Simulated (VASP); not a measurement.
# Be3TeSe2: single point with PBE

Be3TeSe2:

```
Be Te Se
1.0
     3.65939    0.00000    0.00000
    -1.82970    3.16913    0.00000
     0.00000    0.00000   10.93835
Be Te Se
3 1 2
Direct
  0.00000 0.00000 0.65291
  0.33333 0.66667 0.34417
  0.66667 0.33333 0.77503
  0.00000 0.00000 0.44138
  0.33333 0.66667 0.15346
  0.00000 0.00000 0.84815
```

The cell was built from a structure type or drawn by symmetry, and may not be a known phase.

* Program: VASP 6.6.1
* Task: single point
* Functional: PBE
* Potentials or basis: VASP PAW PBE potentials, release 64 (Be, Te, Se)
* Cutoff: 520 eV
* k mesh: 12 × 12 × 4
* Occupations: gaussian, width 0.1 eV
* Spin: no spin polarisation

```yaml
Pressure: 0.1 GPa
Largest_force: 0.035 eV/Å
Band_gap_on_the_k_mesh: zero (bands 12 and 13 overlap by 1.62 eV)
```

Forces in eV/Å, atoms in the order of the input:
```
Be   0.000  0.000  0.003
Be   0.000  0.000 -0.006
Be   0.000  0.000 -0.013
Te   0.000  0.000 -0.003
Se   0.000  0.000 -0.016
Se   0.000  0.000  0.035
```

Levels at points of the mesh, in eV from the Fermi level:
| k point | band 8 | band 9 | band 10 | band 11 | band 12 | band 13 | band 14 | band 15 | band 16 | band 17 |
| --- | --- | --- | --- | --- | --- | --- | --- | --- | --- | --- |
| (0.00, 0.00, 0.00) | -2.09 | -0.05 | -0.05 | 0.49 | 0.96 | 0.96 | 2.95 | 4.03 | 4.03 | 4.63 |
| (0.50, 0.00, 0.00) | -3.54 | -2.47 | -2.01 | -1.83 | -1.07 | 0.13 | 2.22 | 3.30 | 3.51 | 3.62 |
| (0.00, 0.00, 0.50) | -2.20 | -0.06 | -0.06 | 0.97 | 0.97 | 1.21 | 2.95 | 3.99 | 3.99 | 4.28 |
| (0.50, 0.00, 0.50) | -3.54 | -2.43 | -2.09 | -1.83 | -0.85 | 0.15 | 2.06 | 3.20 | 3.42 | 3.59 |

It took 92 s on 1 thread of Intel(R) Xeon(R) 6975P-C (Granite Rapids), on a shared host, peak memory 0.35 GiB.

Caveat: spin-orbit coupling is left out, which moves the levels of the heavy elements; this functional lacks dispersion, which binds the layers, so the pressure and a relaxed spacing across them are unreliable.
